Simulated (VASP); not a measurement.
A run of VASP 6.6.1:

Contents of POSCAR:

```
MgO
1.0
    2.8574863958      0.0000000000      0.0000000000
   -1.4287427116      2.4746559820      0.0000000000
    0.0000000000      0.0000000000      2.6062268258
Mg O
1 1
Direct
    0.0000000000      0.0000000000      0.0000000000
    0.3333333333      0.6666666667      0.5000000000
```

File INCAR.step1:

```
PREC     = Accurate       # precision mode
ENCUT    = 520            # plane-wave cutoff, eV
ISMEAR   = 0              # smearing method
SIGMA    = 0.01           # smearing width, eV
LREAL    = F              # projectors in reciprocal space
LASPH    = T              # aspherical terms in the spheres
NELM     = 60             # most SCF steps
NBANDS   = 11             # bands
GGA      = PE             # functional
ALGO     = Normal         # electronic algorithm
EDIFF    = 1E-4           # SCF threshold, eV
LWAVE    = T              # write WAVECAR
LCHARG   = F              # write CHGCAR
```

INCAR.step2

```
PREC     = Accurate       # precision mode
ENCUT    = 520            # plane-wave cutoff, eV
EDIFF    = 1E-6           # SCF threshold, eV
ISMEAR   = 0              # smearing method
SIGMA    = 0.01           # smearing width, eV
LREAL    = F              # projectors in reciprocal space
LASPH    = T              # aspherical terms in the spheres
NELM     = 60             # most SCF steps
ALGO     = Normal         # electronic algorithm
ISIF     = 2              # what is computed and relaxed
LWAVE    = F              # write WAVECAR
LCHARG   = F              # write CHGCAR
METAGGA  = R2SCAN         # meta-GGA
LMIXTAU  = T            
NBANDS   = 11             # bands
ISTART   = 1
```

KPOINTS

```
regular mesh
0
Gamma
  12 12 8
```

Potentials or basis: VASP PAW PBE potentials, release 64 (Mg, O).

The run is started by

```sh
$ cat potpaw_PBE.64/Mg/POTCAR potpaw_PBE.64/O/POTCAR > POTCAR
$ cp INCAR.step1 INCAR
$ mpirun -np 1 vasp_std > vasp.out
$ cp INCAR.step2 INCAR
$ mpirun -np 1 vasp_std > vasp.out
```

Hardware: 1 thread of AMD EPYC 7R13 Processor (Zen 3), on a shared host.

Question: Estimate the wall time of this run.

Answer: Run time: 51 s on 1 thread of AMD EPYC 7R13 Processor (Zen 3), on a shared host, peak memory 0.12 GiB. Counts: k points 95.
